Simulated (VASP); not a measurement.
# Al4Os (Pm-3m) in VASP: single point with PBE

Aim: the single point of Al4Os with PBE.

Everything below comes from runs of VASP 6.6.1. Logs are shortened: lines on timing, memory, paths and dates and some standing lists are left out, and cuts for length are marked.

## (1) The cell of the first run

The structure is cubic, space group Pm-3m (No. 221). The conventional cell has a = 4.291 Å, b = 4.291 Å, c = 4.291 Å, α = 90.00°, β = 90.00°, γ = 90.00°. Within 2.8 Å of Al (site symmetry 4/mmm) lie 2 Al at 2.15 Å. Al (site symmetry m-3m) has 6 Al at 2.15 Å within 2.8 Å. Within 4.0 Å of Os (site symmetry m-3m) lie 20 Al at 3.03 to 3.72 Å.

The cell was built from a structure type or drawn by symmetry, and may not be a known phase.

## (2) Single point, PBE

File INCAR:

```
ALGO = Normal
EDIFF = 1E-6
ENCUT = 520
GGA = PE
ISIF = 2
ISMEAR = 0
LASPH = True
LCHARG = True
LELF = True
LREAL = False
LVHAR = True
LWAVE = False
NBANDS = 18
NELM = 60
PREC = Accurate
SIGMA = 0.1
```

File KPOINTS:

```
k-points
0
Gamma
  4 4 4
```

File POSCAR:

```
Al4Os
1.0
    4.2910814300      0.0000000000      0.0000000000
    0.0000000000      4.2910814300      0.0000000000
    0.0000000000      0.0000000000      4.2910814300
Al Os
4 1
Direct
    0.5000000000      0.0000000000      0.0000000000
    0.0000000000      0.5000000000      0.0000000000
    0.0000000000      0.0000000000      0.5000000000
    0.0000000000      0.0000000000      0.0000000000
    0.5000000000      0.5000000000      0.5000000000
```

Potentials or basis: VASP PAW PBE potentials, release 64 (Al, Os).

Started as:

```bash
cat potpaw_PBE.64/Al/POTCAR potpaw_PBE.64/Os/POTCAR > POTCAR
mpirun -np 1 vasp_std > vasp.out
```

OUTCAR:

```text
EDIFF = 1E-6
   ENCUT = 520
   GGA = PE
   ISIF = 2
   ISMEAR = 0
   LASPH = True
   LREAL = False
   NELM = 60
   PREC = Accurate

 ion  position               nearest neighbor table
   1  0.500  0.000  0.000-   4 2.15   4 2.15   2 3.03   5 3.03   3 3.03   5 3.03   2 3.03   5 3.03
                             5 3.03   2 3.03   3 3.03   3 3.03   3 3.03   2 3.03
   2  0.000  0.500  0.000-   4 2.15   4 2.15   1 3.03   5 3.03   3 3.03   5 3.03   1 3.03   3 3.03
                             3 3.03   3 3.03   1 3.03   5 3.03   5 3.03   1 3.03
   3  0.000  0.000  0.500-   4 2.15   4 2.15   1 3.03   5 3.03   1 3.03   2 3.03   2 3.03   2 3.03
                             5 3.03   2 3.03   1 3.03   5 3.03   1 3.03   5 3.03
   4  0.000  0.000  0.000-   1 2.15   2 2.15   3 2.15   3 2.15   2 2.15   1 2.15
   5  0.500  0.500  0.500-   1 3.03   2 3.03   3 3.03   1 3.03   2 3.03   1 3.03   3 3.03   1 3.03
                             2 3.03   3 3.03   2 3.03   3 3.03

  LATTYP: Found a simple cubic cell.
 ALAT       =     4.2910814300

  Lattice vectors:

 A1 = (   4.2910814300,   0.0000000000,   0.0000000000)
 A2 = (   0.0000000000,   4.2910814300,   0.0000000000)
 A3 = (   0.0000000000,   0.0000000000,   4.2910814300)

Analysis of symmetry for initial positions (statically):
=====================================================================
 Subroutine PRICEL returns:
 Original cell was already a primitive cell.

 Routine SETGRP: Setting up the symmetry group for a
 simple cubic supercell.

 Subroutine GETGRP returns: Found 48 space group operations
 (whereof 48 operations were pure point group operations)
 out of a pool of 48 trial point group operations.

The static configuration has the point symmetry O_h .

Analysis of symmetry for dynamics (positions and initial velocities):
=====================================================================
 Subroutine PRICEL returns:
 Original cell was already a primitive cell.

 Routine SETGRP: Setting up the symmetry group for a
 simple cubic supercell.

 Subroutine GETGRP returns: Found 48 space group operations
 (whereof 48 operations were pure point group operations)
 out of a pool of 48 trial point group operations.

The dynamic configuration has the point symmetry O_h .

 Subroutine INISYM returns: Found 48 space group operations
 (whereof 48 operations are pure point group operations),
 and found     1 'primitive' translations

----------------------------------------------------------------------------------------

                                     Primitive cell

  volume of cell :      79.0133

  direct lattice vectors                    reciprocal lattice vectors
     4.291081430  0.000000000  0.000000000     0.233041488  0.000000000  0.000000000
     0.000000000  4.291081430  0.000000000     0.000000000  0.233041488  0.000000000
     0.000000000  0.000000000  4.291081430     0.000000000  0.000000000  0.233041488

  length of vectors
     4.291081430  4.291081430  4.291081430     0.233041488  0.233041488  0.233041488

  position of ions in fractional coordinates (direct lattice)
     0.500000000  0.000000000  0.000000000
     0.000000000  0.500000000  0.000000000
     0.000000000  0.000000000  0.500000000
     0.000000000  0.000000000  0.000000000
     0.500000000  0.500000000  0.500000000

  ion indices of the primitive-cell ions
   primitive index   ion index
                 1           1
                 2           2
                 3           3
                 4           4
                 5           5

----------------------------------------------------------------------------------------

 KPOINTS: k-points

Automatic generation of k-mesh.
 Grid dimensions read from file:
 generate k-points for:    4    4    4

 Generating k-lattice:

  Cartesian coordinates                     Fractional coordinates (reciprocal lattice)
     0.058260372  0.000000000  0.000000000     0.250000000  0.000000000  0.000000000
     0.000000000  0.058260372  0.000000000     0.000000000  0.250000000  0.000000000
     0.000000000  0.000000000  0.058260372     0.000000000  0.000000000  0.250000000

  Length of vectors
     0.058260372  0.058260372  0.058260372

  Shift w.r.t. Gamma in fractional coordinates (k-lattice)
     0.000000000  0.000000000  0.000000000

 Subroutine IBZKPT returns following result:
 ===========================================

 Found     10 irreducible k-points:

 Following reciprocal coordinates:
            Coordinates               Weight
  0.000000  0.000000  0.000000      1.000000
  0.250000  0.000000  0.000000      6.000000
  0.500000  0.000000  0.000000      3.000000
  0.250000  0.250000  0.000000     12.000000
  0.500000  0.250000  0.000000     12.000000
  0.500000  0.500000  0.000000      3.000000
  0.250000  0.250000  0.250000      8.000000
  0.500000  0.250000  0.250000     12.000000
  0.500000  0.500000  0.250000      6.000000
  0.500000  0.500000  0.500000      1.000000
   k-points           NKPTS =     10   k-points in BZ     NKDIM =     10   number of bands    NBANDS=     18
   number of dos      NEDOS =    301   number of ions     NIONS =      5
   total plane-waves  NPLWV =  32768
   dimension x,y,z NGX =    32 NGY =   32 NGZ =   32
   dimension x,y,z NGXF=    64 NGYF=   64 NGZF=   64
   ions per type =               4   1
   NGX,Y,Z   is equivalent  to a cutoff of  12.40, 12.40, 12.40 a.u.
   NGXF,Y,Z  is equivalent  to a cutoff of  24.80, 24.80, 24.80 a.u.
 SYSTEM =  unknown system
   PREC   = accura    normal or accurate (medium, high low for compatibility)
   ISTART =      0    job   : 0-new  1-cont  2-samecut
   ICHARG =      2    charge: 1-file 2-atom 10-const
   ISPIN  =      1    spin polarized calculation?
   LNONCOLLINEAR =      F non collinear calculations
   LSORBIT =      F    spin-orbit coupling
   LASPH  =      T    aspherical Exc in radial PAW
   ENCUT  =  520.0 eV  38.22 Ry    6.18 a.u.   7.98  7.98  7.98*2*pi/ulx,y,z
   NELM   =     60;   NELMIN=  2; NELMDL= -5     # of ELM steps
   EDIFF  = 0.1E-05   stopping-criterion for ELM
   LREAL  =      F    real-space projection
[... 7 lines left out ...]
   TEBEG  =    0.0;   TEEND  =   0.0 temperature during run
   PSTRESS=    0.0 pullay stress
   NELECT =      20.0000    total number of electrons
   NUPDOWN=      -1.0000    fix difference up-down
   EMIN   =  10.00;   EMAX   =-10.00  energy-range for DOS
   EFERMI =   0.00;   METHOD = LEGACY
   ISMEAR =     0;   SIGMA  =   0.10  broadening in eV -4-tet -1-fermi 0-gaus
   EFERMI_NEDOS =   21; number of points for ismear=-14 and -15
   IALGO  =     38    algorithm
   IMIX   =      4    mixing-type and parameters
     AMIX     =   0.40;   BMIX     =  1.00
     AMIX_MAG =   1.60;   BMIX_MAG =  1.00
  volume/ion in A,a.u.               =      15.80       106.64
  Fermi-wavevector in a.u.,A,eV,Ry     =   1.035583  1.956967 14.591314  1.072431
  Thomas-Fermi vector in A             =   2.169933
   LORBIT       =      0    0 simple, 1 ext, 2 COOP (PROOUT), +10 PAW based schemes
   GGA     = PE    functional components
   LHFCALC =     F    Hartree Fock is set to
   AEXX    =    0.0000 exact exchange contribution
   IVDW    =     0    specifies the selected vdW correction
   LEPSILON=     F    determine dielectric tensor
   LRPA    =     F    only Hartree local field effects (RPA)
 non-spin polarized calculation
 Gauss-broadening in eV      SIGMA  =   0.10
  energy-cutoff  :      520.00
  volume of cell :       79.01
 maximum number of plane-waves:      2176
 NGX is ok and might be reduce to    32
   NGX = 15   NGY = 15   NGZ = 15

 number of electron      19.9999998 magnetization

 Free energy of the ion-electron system (eV)
  ---------------------------------------------------
  ext. energy  EPLUGINS =         0.00000000
  ---------------------------------------------------
  free energy    TOTEN  =       -17.67030183 eV

  energy without entropy =      -17.64029142  energy(sigma->0) =      -17.65529663

 E-fermi :   7.8119     XC(G=0): -10.8588

 val. band max:        7.7960917457   @ k =   0.5000   0.2500   0.2500
 cond. band min:       7.8354752333   @ k =   0.5000   0.0000   0.0000
 fundamental gap:      0.0393834876
 Fermi energy:         7.8118964265

 k-point     1 :       0.0000    0.0000    0.0000
  band No.  band energies     occupation
      1      -3.5844      2.00000
      2       3.8218      2.00000
      3       3.8218      2.00000
      4       3.8218      2.00000
      5       4.1319      2.00000
      6       4.1319      2.00000
[... 10 lines left out ...]
     17      12.4408      0.00000
     18      12.4409      0.00000

 k-point     2 :       0.2500    0.0000    0.0000
  band No.  band energies     occupation
      1      -3.1348      2.00000
      2       1.2265      2.00000
      3       3.8429      2.00000
      4       3.8429      2.00000
      5       4.5265      2.00000
      6       5.3918      2.00000
[... 10 lines left out ...]
     17      12.5785      0.00000
     18      13.1650      0.00000

 k-point     3 :       0.5000    0.0000    0.0000
  band No.  band energies     occupation
      1      -2.3377      2.00000
      2      -0.4449      2.00000
      3       3.8528      2.00000
      4       3.8528      2.00000
      5       5.2484      2.00000
      6       6.6339      2.00000
[... 10 lines left out ...]
     17      13.4809      0.00000
     18      14.6843      0.00000

 k-point     4 :       0.2500    0.2500    0.0000
  band No.  band energies     occupation
      1      -2.7082      2.00000
      2       1.4888      2.00000
      3       1.7243      2.00000
      4       4.0374      2.00000
      5       5.0217      2.00000
      6       5.6459      2.00000
[... 81 lines left out ...]
      4       2.8519      2.00000
      5       4.3078      2.00000
      6       4.7430      2.00000
[... 10 lines left out ...]
     17      13.5575      0.00000
     18      14.5285      0.00000

 k-point     9 :       0.5000    0.5000    0.2500
  band No.  band energies     occupation
      1      -0.9924      2.00000
      2       1.1066      2.00000
      3       1.1066      2.00000
      4       2.9683      2.00000
      5       3.2338      2.00000
      6       5.0074      2.00000
[... 10 lines left out ...]
     17      13.8746      0.00000
     18      15.5291      0.00000

 k-point    10 :       0.5000    0.5000    0.5000
  band No.  band energies     occupation
      1      -0.1797      2.00000
      2       1.3346      2.00000
      3       1.3346      2.00000
      4       1.3346      2.00000
      5       4.4819      2.00000
      6       4.4819      2.00000
[... 10 lines left out ...]
     17      16.6372      0.00000
     18      16.6372      0.00000

------------------------ aborting loop because EDIFF is reached ----------------------------------------

  FORCE on cell =-STRESS in cart. coord.  units (eV):
  Direction    XX          YY          ZZ          XY          YZ          ZX
  --------------------------------------------------------------------------------------
  -------------------------------------------------------------------------------------
  Total       11.1921705     11.1921705     11.1921705      0.0000000      0.0000000      0.0000000
  in kB      226.9470971    226.9470971    226.9470971      0.0000000      0.0000000      0.0000000
  external PRESSURE =     226.9470971 kB  Pullay stress =       0.0000000 kB

 VOLUME and BASIS-vectors are now :
 -----------------------------------------------------------------------------
  energy-cutoff  :      520.00
  volume of cell :       79.01
      direct lattice vectors                 reciprocal lattice vectors
     4.291081430  0.000000000  0.000000000     0.233041488  0.000000000  0.000000000
     0.000000000  4.291081430  0.000000000     0.000000000  0.233041488  0.000000000
     0.000000000  0.000000000  4.291081430     0.000000000  0.000000000  0.233041488

 POSITION                                       TOTAL-FORCE (eV/Angst)
 -----------------------------------------------------------------------------------
      2.14554      0.00000      0.00000         0.000000      0.000000      0.000000
      0.00000      2.14554      0.00000         0.000000      0.000000      0.000000
      0.00000      0.00000      2.14554         0.000000      0.000000      0.000000
      0.00000      0.00000      0.00000         0.000000      0.000000      0.000000
      2.14554      2.14554      2.14554         0.000000      0.000000      0.000000
 -----------------------------------------------------------------------------------
    total drift:                                0.000000      0.000000     -0.000000

  FREE ENERGIE OF THE ION-ELECTRON SYSTEM (eV)
  ---------------------------------------------------
  free  energy   TOTEN  =       -17.6703018322 eV

  energy  without entropy=      -17.6402914238  energy(sigma->0) =      -17.65529663
```

Run time: 19 s. Hardware: 1 thread of Intel Xeon Platinum 8375C at 2.90GHz (Ice Lake), shared host; peak memory 0.17 GiB.

What came out:

* Free energy: -17.6703 eV
* Pressure: 22.7 GPa
* Band gap on the k mesh: zero (bands 10 and 11 overlap by 0.17 eV)

Levels at points of the mesh, in eV from the Fermi level:
| k point | band 8 | band 9 | band 10 | band 11 | band 12 | band 13 |
| --- | --- | --- | --- | --- | --- | --- |
| (0.00, 0.00, 0.00) | -1.24 | -1.24 | -1.24 | 1.26 | 1.26 | 4.45 |
| (0.50, 0.00, 0.00) | -0.65 | -0.61 | -0.18 | -0.18 | 0.02 | 0.02 |
| (0.50, 0.50, 0.00) | -1.54 | -0.76 | -0.44 | 1.83 | 1.93 | 1.93 |
| (0.50, 0.50, 0.50) | -1.71 | -0.38 | -0.38 | 0.27 | 0.27 | 0.27 |

Caveat: the k points lie up to 0.37 Å⁻¹ apart; spin-orbit coupling is left out, which moves the levels of the heavy elements.
